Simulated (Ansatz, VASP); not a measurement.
# Ge in VASP and in Ansatz

INCAR

```
ALGO = Normal ; EDIFF = 1E-7
ENCUT = 520 ; ISIF = 2
ISMEAR = -1 ; LASPH = True
LCHARG = True ; LELF = True
LREAL = False ; LVHAR = True
LWAVE = False ; NBANDS = 28
NELM = 60 ; PREC = Accurate
SIGMA = 0.1
```

KPOINTS

```
k-points
0
Gamma
  9 9 13
```

Contents of POSCAR:

```
Ge
1.0
    4.7299630432      0.0000000000      0.0000000000
   -2.3649815216      4.0962681543      0.0000000000
    0.0000000000      0.0000000000      2.6724924332
Ge
3
Direct
    1.0000000000      0.0000000000      1.0000000000
    0.3333333333      0.6666666667      0.5000000000
    0.6666666667      0.3333333333      0.5000000000
```

Input for Ansatz:

```yaml
crystal:
  lattice:
    - [4.7299630432, 0.0, 0.0]
    - [-2.3649815216, 4.0962681543, 0.0]
    - [0.0, 0.0, 2.6724924332]
  atoms:
    - { symbol: Ge, position: [1.0, 0.0, 1.0] }
    - { symbol: Ge, position: [0.3333333333, 0.6666666667, 0.5] }
    - { symbol: Ge, position: [0.6666666667, 0.3333333333, 0.5] }
hamiltonian:
  xc: lda
  pseudopotentials:
    kind: paw
    azcp:
      Ge: "pseudopotentials/Ge.paw.azcp"
basis:
  ecutwfc: 420
  fft_grid_basis: typed
kpoints:
  mp_grid: { grid: [9, 9, 13], shift: [0, 0, 0] }
magnetization:
  spin_polarized: false
scf:
  occupations: { method: fermi_dirac, width: 0.1 }
  lower_state_search: "off"
output:
  stress: true
```

Alike in both runs: task single point; functional LDA; k mesh 9 × 9 × 13; occupations fermi-dirac, width 0.1 eV; no spin polarisation.

|  | VASP | Ansatz |
| --- | --- | --- |
| version | VASP 6.6.1 | Ansatz 0.2.0 |
| potentials or method | VASP PAW LDA potentials, release 64 (Ge_d), cutoff 520 eV | plane waves (420 eV) with PAW, scalar-relativistic |
| valence electrons in the cell | 42 | 42 |

VASP gave:

```
pressure (GPa)                                                : 3.6
traceless stress, the component that is largest in VASP (GPa) : 4.52
```

What did Ansatz give for the same quantities?

Pressure (GPa): 3.5; traceless stress, the component that is largest in VASP (GPa): 4.51.

Ansatz warns that its potentials were made for another functional, while VASP's fit it. LDA's correlation is that of Perdew and Zunger in VASP and of Perdew and Wang (1992) in Ansatz.
